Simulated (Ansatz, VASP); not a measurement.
# Two plane-wave programs on TaF3

Contents of INCAR:

```
SYSTEM = TaF3
ALGO = Normal
EDIFF = 1E-8
ENCUT = 520
GGA = PE
ISIF = 2
ISMEAR = -1
ISPIN = 2
LASPH = .True.
LCHARG = .False.
LEFG = .True.
LMAXMIX = 4
LORBIT = 11
LREAL = .False.
LWAVE = .False.
MAGMOM = 2 0 0 0
NBANDS = 28
NELM = 150
PREC = Accurate
SIGMA = 0.02
```

File KPOINTS:

```
k-points
0
Gamma
  6 6 6
  0 0 0
```

File POSCAR:

```
TaF3
1.0
    3.9012000000      0.0000000000      0.0000000000
    0.0000000000      3.9012000000      0.0000000000
    0.0000000000      0.0000000000      3.9012000000
Ta F
1 3
Direct
    0.0000000000      0.0000000000      0.0000000000
    0.5000000000      0.0000000000      0.0000000000
    0.0000000000      0.5000000000      0.0000000000
    0.0000000000      0.0000000000      0.5000000000
```

Input for Ansatz:

```yaml
crystal:
  lattice:
    - [3.9012, 0.0, 0.0]
    - [0.0, 3.9012, 0.0]
    - [0.0, 0.0, 3.9012]
  atoms:
    - { symbol: Ta, position: [0.0, 0.0, 0.0], spin: 2.0 }
    - { symbol: F, position: [0.5, 0.0, 0.0] }
    - { symbol: F, position: [0.0, 0.5, 0.0] }
    - { symbol: F, position: [0.0, 0.0, 0.5] }
magnetization:
  spin_polarized: true
kpoints:
  mp_grid: { grid: [6, 6, 6] }
scf:
  occupations: { method: fermi_dirac, width: 0.02 }
hamiltonian:
  xc: pbe
  pseudopotentials: { kind: paw }
output:
  forces: true
  stress: true
  populations: true
  efg: { quadrupole_moments_barn: { Ta: 3.17 }, contact_densities: true }
```

Alike in both runs: task electric field gradients; functional PBE; k mesh 6 × 6 × 6; occupations fermi-dirac, width 0.02 eV; collinear spin.

|  | VASP | Ansatz |
| --- | --- | --- |
| version | VASP 6.6.1 | Ansatz 0.2.0 |
| potentials or method | VASP PAW PBE potentials, release 64 (Ta_pv, F) | plane-wave PAW, scalar-relativistic |
| plane-wave cutoff (eV) | 520 | 420 |
| valence electrons in the cell | 32 | 34 |

|  | VASP | Ansatz | Ansatz less VASP |
| --- | --- | --- | --- |
| net moment per atom (μB) | 0.39 | 0.06 | -0.328 |
| size of the moment on the site where the two differ most (μB) | 1.16 | 0.09 | -1.072 |
| size of Vzz on the site where it differs most (V/Å²) | 74.4 | 69.7 | -4.70 |

The net moments are unlike, so the other rows may belong to different states. Site moments also hang on the region over which each program counts them. VASP's potentials hold 32 valence electrons a cell and Ansatz's 34, so a difference there can come from the potentials and not from the codes.

Spin-orbit coupling is off throughout.
